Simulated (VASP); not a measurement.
Here is a VASP 6.6.1 calculation.

File INCAR:

```
PREC = Accurate ; ENCUT = 520
EDIFF = 1E-6 ; ISMEAR = 0
SIGMA = 0.1 ; LREAL = False
LASPH = True ; NELM = 100
ALGO = Normal ; ISIF = 2
LWAVE = False ; LCHARG = True
GGA = PS ; LELF = True
LVHAR = True ; NBANDS = 20
```

KPOINTS

```
regular mesh
0
Gamma
  16 12 10
```

POSCAR

```
Ga
1.0
    2.8700266610      0.0000000000      0.0115304517
    0.0000000000      3.4824432479      0.0000000000
   -1.3711643882      0.0000000000      4.1021316768
Ga
2
Direct
    0.8643996207      0.2500000000      0.2533644090
    0.1356003793      0.7500000000      0.7466355910
```

Potentials or basis: VASP PAW PBE potentials, release 64 (Ga_d).

Launch:

```console
$ cat potpaw_PBE.64/Ga_d/POTCAR > POTCAR
$ mpirun -np 1 vasp_std > vasp.out
```

Problem. Estimate the largest force.

Solution. 0.516 eV/Å.

Problem. Estimate the band gap on the k mesh.

Solution. Zero (band 13 reaches 8.27 eV, above the bottom of band 14 at 0.64 eV).

Problem. Estimate the pressure.

Solution. -5.1 GPa.

Forces in eV/Å, atoms in the order of the input:
```
Ga  -0.014  0.000 -0.516
Ga   0.014  0.000  0.516
```

Caveat: the cell differs from its parent crystal (strained and its atoms moved); the PAW data sets were made with another functional, which shifts forces and pressure a little.
